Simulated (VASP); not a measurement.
Wanted: the native input for a VASP 6.6.1 run.

```yaml
Task: single point
Functional: PBE
Potentials_or_basis: VASP PAW PBE potentials, release 64 (In_d, Ga_d, P)
Cutoff: 500 eV
k_mesh: 4 × 4 × 4
Occupations: gaussian, width 0.2 eV
Spin: no spin polarisation
Dipole_correction: no
Further_INCAR_settings: ALGO = Normal; EDIFF = 1e-06; NBANDS = 66
```

The structure of In2GaP3 lies in POSCAR:

```
In2GaP3
1.0
   -3.8446779426      3.8446779426      0.0000000000
    3.8446779426      3.8446779426      0.0000000000
    1.9223389713     -1.9223389713     -8.1186207350
In Ga P
4 2 6
Direct
    0.1665928205      1.0000000000      0.3331856410
    0.6665928205      0.5000000000      0.3331856410
    0.8334071795      1.0000000000      0.6668143590
    0.3334071795      0.5000000000      0.6668143590
    0.5000000000      1.0000000000      0.0000000000
    1.0000000000      0.5000000000      0.0000000000
    0.5000000000      0.5000000000      0.0000000000
    1.0000000000      1.0000000000      1.0000000000
    0.3389931761      1.0000000000      0.6779863522
    0.8389931761      0.5000000000      0.6779863522
    0.6610068239      1.0000000000      0.3220136478
    0.1610068239      0.5000000000      0.3220136478
```

These files were run (other wordings do the same):

INCAR

```
PREC = Accurate
ENCUT = 500
EDIFF = 1E-6
ISMEAR = 0
SIGMA = 0.2
LREAL = F
LASPH = T
NELM = 120
ALGO = Normal
ISIF = 2
LWAVE = F
LCHARG = F
GGA = PE
NBANDS = 66
GGA_COMPAT = F
```

KPOINTS

```
Automatic mesh
0
Gamma
  4 4 4
```

Potentials or basis: VASP PAW PBE potentials, release 64 (In_d, Ga_d, P).

The run is started by

```console
$ cat potpaw_PBE.64/In_d/POTCAR potpaw_PBE.64/Ga_d/POTCAR potpaw_PBE.64/P/POTCAR > POTCAR
$ mpirun -np 1 vasp_std > vasp.out
```

Results of the run:

- Pressure: 0.1 GPa
- Largest force: 0.072 eV/Å
- Band gap on the k mesh: zero (bands 54 and 55 overlap by 1.08 eV)

Caveat: spin-orbit coupling is left out, which moves the levels of the heavy elements.

It took 8.6 min on 1 thread of Oxide Virtual Turin-like Processor, with other jobs on the host, peak memory 0.4 GiB.
